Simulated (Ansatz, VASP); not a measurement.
Two plane-wave programs on SiO2

```
Si O
1.0
    -2.47196    2.47196    3.51226
     2.47196   -2.47196    3.51226
     2.47196    2.47196   -3.51226
Si O
2 4
Cartesian
  0.0000 0.0000 0.0000
  0.0000 2.4720 1.7561
  1.2360 3.0170 2.6342
  0.5450 1.2360 0.8781
  -1.2360 1.9270 2.6342
  -0.5450 3.7079 0.8781
```

Change from the starting cell: uniaxial_z strain -4.0%.

Alike in both runs: task single point; functional HSE06; k mesh 4 × 4 × 4; no spin polarisation.

```csv
,VASP,Ansatz
version,VASP 6.6.1,Ansatz 0.2.0
potentials or method,"VASP PAW PBE potentials, release 64 (Si, O)","plane waves, PAW"
plane-wave cutoff (eV),520,420
occupations,"gaussian, width 0.01 eV",fixed
valence electrons in the cell,32,32
```

```csv
,VASP,Ansatz,Ansatz less VASP
gap on the k mesh at the Fermi level (eV),7.90,7.90,0.000
pressure (GPa),1.6,1.6,+0.02
"traceless stress, the component that is largest in VASP (GPa)",1.87,1.83,-0.042
rms of the force components (eV/Å),0.041,0.034,-0.0073
```

Atom by atom the forces differ by 0.007 eV/Å (rms over components). Ansatz's warnings: stress exchange threshold loose, stress scf threshold loose.

The k mesh is coarse, so the values compare programs but aren't converged.
